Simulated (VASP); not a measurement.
The system is Ti.

```
Ti
1.0
     2.95000    0.00000    0.00000
    -1.47500    2.55477    0.00000
     0.00000    0.00000    4.68000
Ti
2
Direct
  0.33333 0.66667 0.25000
  0.66667 0.33333 0.75000
```

- Program: VASP 6.6.1
- Task: relaxation of cell and atoms
- Functional: PBE
- Potentials or basis: VASP PAW PBE potentials, release 64 (Ti_sv)
- Cutoff: 350 eV
- k mesh: 18 × 18 × 10
- Occupations: gaussian, width 0.1 eV
- Spin: no spin polarisation

At the start: pressure -2.5 GPa; volume 17.64 Å³/atom.

Problem. Where does the relaxation end?

Solution. Over 15 steps the energy falls by 3.3 meV/atom and the volume is 17.23 Å³/atom (-2.3 %); space group P6_3/mmc (No. 194, to 0.1 Å) before and after.

The path:
| step | energy change (eV) | largest force (eV/Å) | pressure (GPa) | volume (Å³) |
| --- | --- | --- | --- | --- |
| 1 | 0.0000 | 0.0000 | -2.54 | 35.27 |
| 2 | -0.0031 | 0.0000 | 1.91 | 33.86 |
| 3 | -0.0066 | 0.0000 | 0.06 | 34.45 |
| 4 | -0.0066 | 0.0000 | -0.04 | 34.47 |
| 5 | -0.0066 | 0.0000 | -0.07 | 34.47 |
| 6 | -0.0066 | 0.0000 | -0.07 | 34.47 |
| 7 | -0.0066 | 0.0000 | 0.01 | 34.44 |
| 8 | -0.0066 | 0.0000 | 0.01 | 34.45 |
| 9 | -0.0066 | 0.0000 | 0.02 | 34.45 |
| 10 | -0.0066 | 0.0000 | -0.02 | 34.46 |
| 11 | -0.0066 | 0.0000 | -0.03 | 34.46 |
| 12 | -0.0066 | 0.0000 | -0.02 | 34.46 |
| 13 | -0.0066 | 0.0000 | -0.02 | 34.46 |
| 14 | -0.0066 | 0.0000 | -0.03 | 34.46 |
| 15 | -0.0066 | 0.0000 | -0.01 | 34.45 |

Final structure:
```
Ti
1.0
     2.92900    0.00000    0.00000
    -1.46450    2.53659    0.00000
     0.00000    0.00000    4.63682
Ti
2
Cartesian
  0.0000 1.6911 1.1592
  1.4645 0.8455 3.4776
```
